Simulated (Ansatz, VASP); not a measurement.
# Two plane-wave programs on TePb

```
Pb Te
1.0
     3.97501    0.00000    0.00000
     0.00000    3.97501    0.00000
     0.00000    0.00000    3.97501
Pb Te
1 1
Direct
  0.00000 0.00000 0.00000
  0.50000 0.50000 0.50000
```

Alike in both runs: task single point; functional PBE-based screened hybrid; k mesh 4 × 4 × 4; occupations fermi-dirac, width 0.02 eV; no spin polarisation.

|  | VASP | Ansatz |
| --- | --- | --- |
| version | VASP 6.6.1 | Ansatz 0.2.0 |
| potentials or method | VASP PAW PBE potentials, release 64 (Pb_d, Te) | plane waves |
| plane-wave cutoff (eV) | 400 | 420 |
| valence electrons in the cell | 20 | 30 |

VASP gave:

| Quantity | Value |
| --- | --- |
| pressure (GPa) | -25.1 |

Q: Which values does Ansatz return?

A: Pressure (GPa): -0.8.

VASP's potentials were made for PBE, not for PBE-based screened hybrid. The functional is the same, so the differences come from potentials, cutoffs and numerics. VASP's potentials hold 20 valence electrons a cell and Ansatz's 30, so a difference there can come from the potentials and not from the codes. Ansatz's warnings: filled band counts differ across k points, stress exchange threshold loose, stress scf threshold loose.

The k mesh is coarse, so the values compare programs but aren't converged. Neither program's run includes spin-orbit coupling.
